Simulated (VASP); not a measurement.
Here is a VASP 6.6.1 calculation.

The input POSCAR:

```
AlBrN
1.0
    3.7994040000      0.0000000000      0.0000000000
    0.0000000000      3.7889080000      0.0000000000
    0.0000000000      0.0000000000      8.0501170000
Al N Br
2 2 2
Direct
    0.0000000000      0.5000000000      0.0700000000
    0.5000000000      0.0000000000      0.9300000000
    0.0000000000      0.0000000000      0.9400000000
    0.5000000000      0.5000000000      0.0600000000
    0.0000000000      0.0000000000      0.3000000000
    0.5000000000      0.5000000000      0.7000000000
```

Contents of INCAR.step1:

```
ALGO = Normal
EDIFF = 1E-4
ENCUT = 520
GGA = PE
ISMEAR = 1
LASPH = T
LCHARG = F
LREAL = F
LWAVE = T
NBANDS = 24
NELM = 80
PREC = Accurate
SIGMA = 0.0401
```

File INCAR.step2:

```
ALGO = Normal
EDIFF = 1E-7
ENCUT = 520
ISIF = 2
ISMEAR = 1
ISTART = 1
LASPH = T
LCHARG = T
LELF = T
LMIXTAU = T
LREAL = F
LVHAR = T
LWAVE = F
METAGGA = R2SCAN
NBANDS = 24
NELM = 80
PREC = Accurate
SIGMA = 0.0401
```

The input KPOINTS:

```
k-points
0
Gamma
  7 7 3
```

Potentials or basis: VASP PAW PBE potentials, release 64 (Al, N, Br).

Command:

```sh
$ cat potpaw_PBE.64/Al/POTCAR potpaw_PBE.64/N/POTCAR potpaw_PBE.64/Br/POTCAR > POTCAR
$ cp INCAR.step1 INCAR
$ mpirun -np 1 vasp_std > vasp.out
$ cp INCAR.step2 INCAR
$ mpirun -np 1 vasp_std > vasp.out
```

**Question.** What does it give for the largest force?

**Answer.** 0.575 eV/Å.

**Question.** Predict the band gap on the k mesh.

**Answer.** Zero (band 15 reaches 1.81 eV, above the bottom of band 16 at 1.42 eV).

**Question.** What does it give for the pressure?

**Answer.** -5.9 GPa.

Forces in eV/Å, atoms in the order of the input:
```
Al   0.000  0.000 -0.261
Al   0.000  0.000  0.261
N    0.000  0.000  0.575
N    0.000  0.000 -0.575
Br   0.000  0.000 -0.122
Br   0.000  0.000  0.122
```

Caveat: the PAW data sets were made with another functional, which shifts forces and pressure a little.
